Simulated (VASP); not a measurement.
# Cs (Im-3m) in VASP: a series of runs

The runs below take Cs through single point, relaxation of cell and atoms, with PBE.

Program: VASP 6.6.1. These are calculated values, not measurements. Logs are shortened: lines on timing, memory, paths and dates and some standing lists are left out, and cuts for length are marked.

### Step 1. The cell of the first run

The structure is cubic, space group Im-3m (No. 229). Conventional cell: a = 6.257 Å, b = 6.257 Å, c = 6.257 Å, α = 90.00°, β = 90.00°, γ = 90.00°.

### Step 2. Single point, PBE

INCAR

```
PREC = Accurate
ENCUT = 520
EDIFF = 1E-6
ISMEAR = 0
SIGMA = 0.1
LREAL = False
LASPH = True
NELM = 80
ALGO = Normal
ISIF = 2
LWAVE = False
LCHARG = True
GGA = PE
LELF = True
LVHAR = True
NBANDS = 10
```

KPOINTS

```
regular mesh
0
Gamma
  4 4 4
```

POSCAR

```
Cs
1.0
   -3.1284650600      3.1284650600      3.1284650600
    3.1284650600     -3.1284650600      3.1284650600
    3.1284650600      3.1284650600     -3.1284650600
Cs
1
Direct
    0.0000000000      0.0000000000      0.0000000000
```

Potentials or basis: VASP PAW PBE potentials, release 64 (Cs_sv).

Command:

```console
$ cat potpaw_PBE.64/Cs_sv/POTCAR > POTCAR
$ mpirun -np 1 vasp_std > vasp.out
```

OUTCAR:

```text
PREC = Accurate
   ENCUT = 520
   EDIFF = 1E-6
   ISMEAR = 0
   LREAL = False
   LASPH = True
   NELM = 80
   ISIF = 2
   GGA = PE

 ion  position               nearest neighbor table
   1  0.000  0.000  0.000-

  LATTYP: Found a body centered cubic cell.
 ALAT       =     6.2569301200

  Lattice vectors:

 A1 = (  -3.1284650600,   3.1284650600,   3.1284650600)
 A2 = (   3.1284650600,  -3.1284650600,   3.1284650600)
 A3 = (   3.1284650600,   3.1284650600,  -3.1284650600)

Analysis of symmetry for initial positions (statically):
=====================================================================
 Subroutine PRICEL returns:
 Original cell was already a primitive cell.

 Routine SETGRP: Setting up the symmetry group for a
 body centered cubic supercell.

 Subroutine GETGRP returns: Found 48 space group operations
 (whereof 48 operations were pure point group operations)
 out of a pool of 48 trial point group operations.

The static configuration has the point symmetry O_h .

Analysis of symmetry for dynamics (positions and initial velocities):
=====================================================================
 Subroutine PRICEL returns:
 Original cell was already a primitive cell.

 Routine SETGRP: Setting up the symmetry group for a
 body centered cubic supercell.

 Subroutine GETGRP returns: Found 48 space group operations
 (whereof 48 operations were pure point group operations)
 out of a pool of 48 trial point group operations.

The dynamic configuration has the point symmetry O_h .

 Subroutine INISYM returns: Found 48 space group operations
 (whereof 48 operations are pure point group operations),
 and found     1 'primitive' translations

----------------------------------------------------------------------------------------

                                     Primitive cell

  volume of cell :     122.4768

  direct lattice vectors                    reciprocal lattice vectors
    -3.128465060  3.128465060  3.128465060     0.000000000  0.159822785  0.159822785
     3.128465060 -3.128465060  3.128465060     0.159822785  0.000000000  0.159822785
     3.128465060  3.128465060 -3.128465060     0.159822785  0.159822785  0.000000000

  length of vectors
     5.418660434  5.418660434  5.418660434     0.226023551  0.226023551  0.226023551

  position of ions in fractional coordinates (direct lattice)
     0.000000000  0.000000000  0.000000000

  ion indices of the primitive-cell ions
   primitive index   ion index
                 1           1

----------------------------------------------------------------------------------------

 KPOINTS: regular mesh

Automatic generation of k-mesh.
 Grid dimensions read from file:
 generate k-points for:    4    4    4

 Generating k-lattice:

  Cartesian coordinates                     Fractional coordinates (reciprocal lattice)
     0.000000000  0.039955696  0.039955696     0.250000000  0.000000000  0.000000000
     0.039955696  0.000000000  0.039955696     0.000000000  0.250000000  0.000000000
     0.039955696  0.039955696  0.000000000     0.000000000  0.000000000  0.250000000

  Length of vectors
     0.056505888  0.056505888  0.056505888

  Shift w.r.t. Gamma in fractional coordinates (k-lattice)
     0.000000000  0.000000000  0.000000000

 Subroutine IBZKPT returns following result:
 ===========================================

 Found      8 irreducible k-points:

 Following reciprocal coordinates:
            Coordinates               Weight
  0.000000  0.000000  0.000000      1.000000
  0.250000  0.000000  0.000000     12.000000
  0.500000  0.000000  0.000000      6.000000
  0.250000  0.250000  0.000000     24.000000
  0.250000  0.250000  0.250000      2.000000
 -0.250000  0.250000  0.250000      6.000000
  0.500000  0.500000  0.250000     12.000000
  0.500000  0.500000  0.500000      1.000000
   k-points           NKPTS =      8   k-points in BZ     NKDIM =      8   number of bands    NBANDS=     10
   number of dos      NEDOS =    301   number of ions     NIONS =      1
   total plane-waves  NPLWV =  64000
   dimension x,y,z NGX =    40 NGY =   40 NGZ =   40
   dimension x,y,z NGXF=    80 NGYF=   80 NGZF=   80
   ions per type =               1
   NGX,Y,Z   is equivalent  to a cutoff of  12.27, 12.27, 12.27 a.u.
   NGXF,Y,Z  is equivalent  to a cutoff of  24.54, 24.54, 24.54 a.u.
 SYSTEM =  unknown system
   PREC   = accura    normal or accurate (medium, high low for compatibility)
   ISTART =      0    job   : 0-new  1-cont  2-samecut
   ICHARG =      2    charge: 1-file 2-atom 10-const
   ISPIN  =      1    spin polarized calculation?
   LNONCOLLINEAR =      F non collinear calculations
   LSORBIT =      F    spin-orbit coupling
   LASPH  =      T    aspherical Exc in radial PAW
   ENCUT  =  520.0 eV  38.22 Ry    6.18 a.u.  10.08 10.08 10.08*2*pi/ulx,y,z
   NELM   =     80;   NELMIN=  2; NELMDL= -5     # of ELM steps
   EDIFF  = 0.1E-05   stopping-criterion for ELM
   LREAL  =      F    real-space projection
   EDIFFG = 0.1E-04   stopping-criterion for IOM
   NSW    =      0    number of steps for IOM
   IBRION =     -1    ionic relax: 0-MD 1-quasi-New 2-CG
   NFREE  =      0    steps in history (QN), initial steepest desc. (CG)
   ISIF   =      2    stress and relaxation
   ISYM   =      2    0-nonsym 1-usesym 2-fastsym
   POTIM  = 0.5000    time-step for ionic-motion
   TEBEG  =    0.0;   TEEND  =   0.0 temperature during run
   PSTRESS=    0.0 pullay stress
   NELECT =       9.0000    total number of electrons
   NUPDOWN=      -1.0000    fix difference up-down
   EMIN   =  10.00;   EMAX   =-10.00  energy-range for DOS
   EFERMI =   0.00;   METHOD = LEGACY
   ISMEAR =     0;   SIGMA  =   0.10  broadening in eV -4-tet -1-fermi 0-gaus
   EFERMI_NEDOS =   21; number of points for ismear=-14 and -15
   IALGO  =     38    algorithm
   IMIX   =      4    mixing-type and parameters
     AMIX     =   0.40;   BMIX     =  1.00
     AMIX_MAG =   1.60;   BMIX_MAG =  1.00
  volume/ion in A,a.u.               =     122.48       826.51
  Fermi-wavevector in a.u.,A,eV,Ry     =   0.685706  1.295796  6.397353  0.470192
  Thomas-Fermi vector in A             =   1.765724
   LORBIT       =      0    0 simple, 1 ext, 2 COOP (PROOUT), +10 PAW based schemes
   GGA     = PE    functional components
   LHFCALC =     F    Hartree Fock is set to
   AEXX    =    0.0000 exact exchange contribution
   IVDW    =     0    specifies the selected vdW correction
   LEPSILON=     F    determine dielectric tensor
   LRPA    =     F    only Hartree local field effects (RPA)
 non-spin polarized calculation
 Gauss-broadening in eV      SIGMA  =   0.10
  energy-cutoff  :      520.00
  volume of cell :      122.48
 maximum number of plane-waves:      3352
   NGX = 21   NGY = 21   NGZ = 21

 number of electron       8.9999999 magnetization

 Free energy of the ion-electron system (eV)
  ---------------------------------------------------
  ext. energy  EPLUGINS =         0.00000000
  ---------------------------------------------------
  free energy    TOTEN  =        -0.80855889 eV

  energy without entropy =       -0.78330786  energy(sigma->0) =       -0.79593338

 E-fermi :   0.3116     XC(G=0):  -5.2509

 val. band max:       -0.1461469071   @ k =  -0.2500   0.2500   0.2500
 cond. band min:       0.3147840086   @ k =   0.2500   0.2500   0.0000
 fundamental gap:      0.4609309157
 Fermi energy:         0.3115605260

 k-point     1 :       0.0000    0.0000    0.0000
  band No.  band energies     occupation
      1     -23.5899      2.00000
      2     -10.3418      2.00000
      3     -10.3418      2.00000
      4     -10.3418      2.00000
      5      -1.3121      2.00000
      6       2.7565      0.00000
      7       2.7565      0.00000
      8       2.7565      0.00000
      9       3.5708      0.00000
     10       3.5708      0.00000

 k-point     2 :       0.2500    0.0000    0.0000
  band No.  band energies     occupation
      1     -23.5875      2.00000
      2     -10.3978      2.00000
      3     -10.3605      2.00000
      4     -10.3418      2.00000
      5      -0.7004      2.00000
      6       2.0187      0.00000
      7       2.2778      0.00000
      8       3.3877      0.00000
      9       3.4242      0.00000
     10       3.5700      0.00000

 k-point     3 :       0.5000    0.0000    0.0000
  band No.  band energies     occupation
      1     -23.5850      2.00000
      2     -10.4520      2.00000
      3     -10.3789      2.00000
      4     -10.3418      2.00000
      5       0.3616      0.47878
      6       1.1132      0.00000
      7       1.9509      0.00000
      8       3.3873      0.00000
      9       3.9911      0.00000
     10       4.5039      0.00000

 k-point     4 :       0.2500    0.2500    0.0000
  band No.  band energies     occupation
      1     -23.5850      2.00000
      2     -10.4319      2.00000
      3     -10.3882      2.00000
      4     -10.3533      2.00000
      5       0.3148      0.96364
      6       1.4250      0.00000
      7       1.7208      0.00000
      8       3.4495      0.00000
      9       3.5746      0.00000
     10       4.1730      0.00000

 k-point     5 :       0.2500    0.2500    0.2500
  band No.  band energies     occupation
      1     -23.5848      2.00000
      2     -10.3959      2.00000
      3     -10.3959      2.00000
      4     -10.3959      2.00000
      5       1.2767      0.00000
      6       1.2767      0.00000
      7       1.2767      0.00000
      8       2.5141      0.00000
      9       4.0643      0.00000
     10       4.0643      0.00000

 k-point     6 :      -0.2500    0.2500    0.2500
  band No.  band energies     occupation
      1     -23.5853      2.00000
      2     -10.3993      2.00000
      3     -10.3804      2.00000
      4     -10.3804      2.00000
      5      -0.1461      2.00000
      6       1.8535      0.00000
      7       2.4942      0.00000
      8       2.4942      0.00000
      9       3.4610      0.00000
     10       3.5902      0.00000

 k-point     7 :       0.5000    0.5000    0.2500
  band No.  band energies     occupation
      1     -23.5831      2.00000
      2     -10.4366      2.00000
      3     -10.4002      2.00000
      4     -10.3820      2.00000
      5       0.9154      0.00000
      6       1.0444      0.00000
      7       2.2557      0.00000
      8       2.4358      0.00000
      9       3.5993      0.00000
     10       4.7011      0.00000

 k-point     8 :       0.5000    0.5000    0.5000
  band No.  band energies     occupation
      1     -23.5811      2.00000
      2     -10.4211      2.00000
      3     -10.4211      2.00000
      4     -10.4211      2.00000
      5       1.0013      0.00000
      6       1.0013      0.00000
      7       3.1584      0.00000
      8       3.1584      0.00000
      9       3.1584      0.00000
     10       4.4470      0.00000

------------------------ aborting loop because EDIFF is reached ----------------------------------------

  FORCE on cell =-STRESS in cart. coord.  units (eV):
  Direction    XX          YY          ZZ          XY          YZ          ZX
  --------------------------------------------------------------------------------------
  -------------------------------------------------------------------------------------
  Total       -0.0376982     -0.0376982     -0.0376982      0.0000000      0.0000000     -0.0000000
  in kB       -0.4931476     -0.4931476     -0.4931476      0.0000000      0.0000000     -0.0000000
  external PRESSURE =      -0.4931476 kB  Pullay stress =       0.0000000 kB

 VOLUME and BASIS-vectors are now :
 -----------------------------------------------------------------------------
  energy-cutoff  :      520.00
  volume of cell :      122.48
      direct lattice vectors                 reciprocal lattice vectors
    -3.128465060  3.128465060  3.128465060     0.000000000  0.159822785  0.159822785
     3.128465060 -3.128465060  3.128465060     0.159822785  0.000000000  0.159822785
     3.128465060  3.128465060 -3.128465060     0.159822785  0.159822785  0.000000000

 POSITION                                       TOTAL-FORCE (eV/Angst)
 -----------------------------------------------------------------------------------
      0.00000      0.00000      0.00000         0.000000      0.000000      0.000000
 -----------------------------------------------------------------------------------
    total drift:                               -0.000000      0.000000     -0.000000

  FREE ENERGIE OF THE ION-ELECTRON SYSTEM (eV)
  ---------------------------------------------------
  free  energy   TOTEN  =        -0.8085588923 eV

  energy  without entropy=       -0.7833078622  energy(sigma->0) =       -0.79593338
```

It took 15 s on 1 thread of Intel Xeon 6975P-C, shared host; peak memory 0.23 GiB.

What came out:

* Free energy: -0.8086 eV
* Pressure: 0.0 GPa

Caveat: spin-orbit coupling is left out, which moves the levels of the heavy elements.

### Step 3. Single point, PBE

This run uses another cell than the first one, of 116.75 Å³/atom, 0.953 times its volume.

INCAR

```
PREC = Accurate
ENCUT = 520
EDIFF = 1E-7
ISMEAR = 0
SIGMA = 0.1
LREAL = F
LASPH = T
NELM = 100
ALGO = Normal
ISIF = 2
LWAVE = F
LCHARG = T
GGA = PE
LELF = T
LVHAR = T
NBANDS = 10
```

KPOINTS

```
regular mesh
0
Gamma
  10 10 10
```

POSCAR

```
Cs
1.0
   -3.0789624714      3.0789624714      3.0789624714
    3.0789624714     -3.0789624714      3.0789624714
    3.0789624714      3.0789624714     -3.0789624714
Cs
1
Direct
    0.0000000000      0.0000000000      0.0000000000
```

Potentials or basis: VASP PAW PBE potentials, release 64 (Cs_sv).

Command:

```console
$ cat potpaw_PBE.64/Cs_sv/POTCAR > POTCAR
$ mpirun -np 1 vasp_std > vasp.out
```

Wall time 62 s (1 thread of Intel Xeon 6975P-C, shared host); peak memory 0.25 GiB.

Results (log left out):

| Property | Result |
| --- | --- |
| Free energy | -0.8514 eV |
| Pressure | 0.0 GPa |

Levels at points of the mesh, in eV from the Fermi level:
```
           k point  band 1  band 2  band 3  band 4  band 5  band 6  band 7  band 8
(0.00, 0.00, 0.00)  -23.87  -10.62  -10.62  -10.62   -1.67    2.48    2.48    2.48
(0.50, 0.00, 0.00)  -23.87  -10.75  -10.66  -10.62    0.04    0.85    1.64    3.16
(0.50, 0.50, 0.50)  -23.86  -10.71  -10.71  -10.71    0.65    0.65    2.97    2.97
```

Caveat: spin-orbit coupling is left out, which moves the levels of the heavy elements.

### Step 4. Relaxation of cell and atoms, PBE

INCAR

```
SYSTEM = Cs
ALGO     = Fast           ! electronic algorithm
EDIFF    = 1E-6           ! SCF threshold, eV
EDIFFG   = -0.005         ! ionic threshold
ENCUT    = 600            ! plane-wave cutoff, eV
GGA      = PE             ! functional
IBRION   = 2              ! ionic algorithm
ISIF     = 3              ! what is computed and relaxed
ISMEAR   = 0              ! smearing method
LASPH    = .True.         ! aspherical terms in the spheres
LCHARG   = .False.        ! write CHGCAR
LREAL    = .False.        ! projectors in reciprocal space
LWAVE    = .False.        ! write WAVECAR
NELM     = 80             ! most SCF steps
NSW      = 100            ! ionic steps
PREC     = Accurate       ! precision mode
SIGMA    = 0.1            ! smearing width, eV
```

KPOINTS

```
k-points
0
Gamma
  10 10 10
  0 0 0
```

POSCAR

```
Cs
1.0
   -3.1284650600      3.1284650600      3.1284650600
    3.1284650600     -3.1284650600      3.1284650600
    3.1284650600      3.1284650600     -3.1284650600
Cs
1
Direct
    0.0000000000      0.0000000000      0.0000000000
```

Command:

```console
$ cat potpaw_PBE.64/Cs_sv/POTCAR > POTCAR
$ mpirun -np 1 vasp_std > vasp.out
```

Wall time 6.6 min (1 thread of Intel Xeon 6975P-C, shared host); peak memory 0.35 GiB.

It converged, with:

```yaml
Free_energy: -0.8515 eV
Relaxed_volume: 116.71 Å³/atom
Relaxed_cell: a = 5.332 Å, b = 5.332 Å, c = 5.332 Å, α = 109.47°, β = 109.47°, γ = 109.47°
Space_group_after_relaxing_to_0.05_Å: Im-3m (No. 229)
Energy_gained_by_relaxing: 1.5 meV/atom
Ionic_steps: 6
Pressure_after_relaxing: 0.0 GPa
```

The path:
```tsv
step	energy change (eV)	largest force (eV/Å)	pressure (GPa)	volume (Å³)
1	0.0000	0.0000	-0.08	122.48
2	-0.0005	0.0000	-0.06	121.33
3	-0.0009	0.0000	-0.05	120.38
4	-0.0014	0.0000	-0.03	118.50
5	-0.0013	0.0000	0.03	114.80
6	-0.0015	0.0000	0.00	116.71
```

Final structure:
```
CELL_PARAMETERS angstrom
-3.07854 3.07854 3.07854
3.07854 -3.07854 3.07854
3.07854 3.07854 -3.07854
ATOMIC_POSITIONS crystal
Cs 0.00000 0.00000 0.00000
```

Levels at points of the mesh, in eV from the Fermi level:
| k point | band 1 | band 2 | band 3 | band 4 | band 5 | band 6 | band 7 | band 8 |
| --- | --- | --- | --- | --- | --- | --- | --- | --- |
| (0.00, 0.00, 0.00) | -23.87 | -10.62 | -10.62 | -10.62 | -1.67 | 2.48 | 2.48 | 2.48 |
| (0.50, 0.00, 0.00) | -23.87 | -10.75 | -10.66 | -10.62 | 0.04 | 0.85 | 1.64 | 3.16 |
| (0.50, 0.50, 0.50) | -23.86 | -10.71 | -10.71 | -10.71 | 0.65 | 0.65 | 2.97 | 2.97 |

Caveat: spin-orbit coupling is left out, which moves the levels of the heavy elements.

### Step 5. The runs side by side

```tsv
task	cell	k mesh	cutoff (eV)	gap on the mesh (eV)	pressure (GPa)
single point	a = 5.419 Å, angles 109.5°, 1 atom	4 × 4 × 4	520	none	0.0
single point	a = 5.333 Å, angles 109.5°, 1 atom	10 × 10 × 10	520	none	0.0
relaxation of cell and atoms	relaxed from a = 5.419 Å, angles 109.5°, 1 atom	10 × 10 × 10	600	none	0.0
```

Alike in all rows: level PBE; potentials or basis VASP PAW PBE potentials, release 64 (Cs_sv); no spin polarisation; smearing gaussian 0.1 eV.

Caveats: spin-orbit coupling is left out, which moves the levels of the heavy elements.

Absolute energies hang on the potentials; compare differences alone.
